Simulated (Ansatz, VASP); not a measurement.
# SnO in VASP and in Ansatz

File INCAR:

```
SYSTEM = SnO
  PREC = Accurate
  ENCUT = 520
  EDIFF = 1E-7
  ISMEAR = -1
  SIGMA = 0.02
  LREAL = .False.
  LASPH = .True.
  NELM = 150
  ALGO = Normal
  ISIF = 2
  LWAVE = .False.
  LCHARG = .False.
  LNONCOLLINEAR = .True.
  MAGMOM = 0 0 0 0 0 0
  LORBIT = 11
  LSORBIT = .True.
  GGA_COMPAT = .False.
  LORBMOM = .True.
  GGA = PE
  NBANDS = 32
```

Contents of KPOINTS:

```
Automatic mesh
0
Gamma
  8 8 8
  0 0 0
```

File POSCAR:

```
SnO
1.0
    0.0000000000      2.5369732559      2.5369732559
    2.5369732559      0.0000000000      2.5369732559
    2.5369732559      2.5369732559      0.0000000000
Sn O
1 1
Direct
    0.0000000000      0.0000000000      0.0000000000
    0.5000000000      0.5000000000      0.5000000000
```

Input for Ansatz:

```yaml
crystal:
  lattice:
    - [0.0, 2.5369732559, 2.5369732559]
    - [2.5369732559, 0.0, 2.5369732559]
    - [2.5369732559, 2.5369732559, 0.0]
  atoms:
    - { symbol: Sn, position: [0.0, 0.0, 0.0] }
    - { symbol: O, position: [0.5, 0.5, 0.5] }
kpoints:
  mp_grid: { grid: [8, 8, 8] }
  band_path:
    path:
      - [0.0, 0.0, 0.0]
      - [0.5, 0.0, 0.5]
      - [0.625, 0.25, 0.625]
      - [0.375, 0.375, 0.75]
      - [0.5, 0.5, 0.5]
      - [0.5, 0.25, 0.75]
      - [0.132894, 0.145671, -0.43335]
      - [-0.102783, 0.053467, 0.470133]
      - [0.5, 0.425, 0.575]
    npoints: 1
hamiltonian:
  xc: pbe
scf:
  occupations: { method: fermi_dirac, width: 0.02 }
  n_extra_bands: 8
magnetization:
  noncollinear: true
  spin_orbit: true
output:
  forces: true
  stress: true
  eigenvalues: true
```

Alike in both runs: task single point; functional PBE; k mesh 8 × 8 × 8; occupations fermi-dirac, width 0.02 eV; non-collinear spin, spin-orbit coupling.

|  | VASP | Ansatz |
| --- | --- | --- |
| version | VASP 6.6.1 | Ansatz 0.2.0 |
| potentials or method | VASP PAW PBE potentials, release 64 (Sn_d, O) | plane waves, PAW |
| plane-wave cutoff (eV) | 520 | 420 |
| valence electrons in the cell | 20 | 20 |

|  | VASP | Ansatz | Ansatz less VASP |
| --- | --- | --- | --- |
| pressure (GPa) | 2.3 | 2.3 | +0.01 |
| net moment per atom (μB) | 0.00 | 0.00 | 0.000 |
